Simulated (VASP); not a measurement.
Here is a VASP 6.6.1 calculation.

The input INCAR:

```
SYSTEM = Sc
  ALGO = Normal
  EDIFF = 1E-6
  ENCUT = 500
  GGA = PS
  GGA_COMPAT = .FALSE.
  ISIF = 2
  ISMEAR = -1
  LASPH = .TRUE.
  LCHARG = .FALSE.
  LREAL = .FALSE.
  LWAVE = .FALSE.
  NBANDS = 12
  NELM = 120
  PREC = Accurate
  SIGMA = 0.1
```

Contents of KPOINTS:

```
k-points
0
G
  8 8 8
  0 0 0
```

POSCAR

```
Sc
1.0
    0.0000000000      2.2795335311      2.2795335311
    2.2795335311      0.0000000000      2.2795335311
    2.2795335311      2.2795335311      0.0000000000
Sc
1
Direct
    0.0000000000      0.0000000000      0.0000000000
```

Potentials or basis: VASP PAW PBE potentials, release 64 (Sc_sv).

The run is started by

```bash
$ cat potpaw_PBE.64/Sc_sv/POTCAR > POTCAR
$ mpirun -np 1 vasp_std > vasp.out
```

Predict the pressure.

0.0 GPa.

What does it give for the band gap on the k mesh?

Zero (an odd number of electrons rules out a gap without spin polarisation).

Caveat: the PAW data sets were made with another functional, which shifts forces and pressure a little.
